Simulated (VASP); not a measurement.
Wanted: the native input for a VASP 6.6.1 run.

```
Task                   : single point
Functional             : PBE
Potentials or basis    : VASP PAW PBE potentials, release 64 (Mg, B)
Cutoff                 : 520 eV
k mesh                 : 6 × 6 × 6
Occupations            : gaussian, width 0.1 eV
Spin                   : no spin polarisation
Dipole correction      : no
Further INCAR settings : ALGO = Normal; EDIFF = 1e-07; NBANDS = 14
```

The structure of Mg3B2 lies in POSCAR:

```
Mg3B2
1.0
   -2.7400089154      2.7400089154      3.0033292468
    2.7400089154     -2.7400089154      3.0033292468
    2.7400089154      2.7400089154     -3.0033292468
Mg B
3 2
Direct
    0.5000000000      0.0000000000      0.5000000000
    0.0000000000      0.5000000000      0.5000000000
    0.0000000000      0.0000000000      0.0000000000
    0.6317883714      0.6317883714      0.0000000000
    0.3682116286      0.3682116286      0.0000000000
```

The cell was built from a structure type or drawn by symmetry, and may not be a known phase.

The input as run:

INCAR

```
ALGO     = Normal         # electronic algorithm
EDIFF    = 1E-7           # SCF threshold, eV
ENCUT    = 520            # plane-wave cutoff, eV
GGA      = PE             # functional
ISIF     = 2              # what is computed and relaxed
ISMEAR   = 0              # smearing method
LASPH    = T              # aspherical terms in the spheres
LCHARG   = T              # write CHGCAR
LELF     = T              # ELF
LREAL    = F              # projectors in reciprocal space
LVHAR    = T            
LWAVE    = F              # write WAVECAR
NBANDS   = 14             # bands
NELM     = 60             # most SCF steps
PREC     = Accurate       # precision mode
SIGMA    = 0.1            # smearing width, eV
```

KPOINTS

```
k-points
0
Gamma
  6 6 6
```

Potentials or basis: VASP PAW PBE potentials, release 64 (Mg, B).

Run with:

```sh
$ cat potpaw_PBE.64/Mg/POTCAR potpaw_PBE.64/B/POTCAR > POTCAR
$ mpirun -np 1 vasp_std > vasp.out
```

It gave:

- Pressure: 0.0 GPa
- Largest force: 0.012 eV/Å
- Band gap on the k mesh: zero (bands 6 and 7 overlap by 1.32 eV)

Run time: 18 s on 1 thread of Intel(R) Xeon(R) 6975P-C (Granite Rapids), on a shared host, peak memory 0.21 GiB.
